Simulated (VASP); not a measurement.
Here is a VASP 6.6.1 calculation.

INCAR

```
PREC = Accurate
ENCUT = 600
EDIFF = 1E-6
ISMEAR = 0
SIGMA = 0.1
LREAL = False
LASPH = True
NELM = 120
ALGO = Normal
ISIF = 2
LWAVE = False
LCHARG = False
GGA = PE
NBANDS = 24
GGA_COMPAT = False
```

Contents of KPOINTS:

```
regular mesh
0
Gamma
  4 4 4
```

POSCAR

```
KMgF3
1.0
    3.9858999300      0.0000000000      0.0000000000
    0.0000000000      3.9858999300      0.0000000000
    0.0000000000      0.0000000000      3.9858999300
K Mg F
1 1 3
Direct
    0.5000000000      0.5000000000      0.5000000000
    0.0000000000      0.0000000000      0.0000000000
    0.5000000000      0.0000000000      0.0000000000
    0.0000000000      0.5000000000      0.0000000000
    0.0000000000      0.0000000000      0.5000000000
```

Potentials or basis: VASP PAW PBE potentials, release 64 (K_sv, Mg, F).

Run with:

```console
$ cat potpaw_PBE.64/K_sv/POTCAR potpaw_PBE.64/Mg/POTCAR potpaw_PBE.64/F/POTCAR > POTCAR
$ mpirun -np 1 vasp_std > vasp.out
```

(1) Estimate the band gap on the k mesh.

(2) Predict the pressure.

Answers

(1) 7.31 eV (least direct gap 7.63 eV).

(2) 3.2 GPa.

Caveat: the cell stands under pressure.
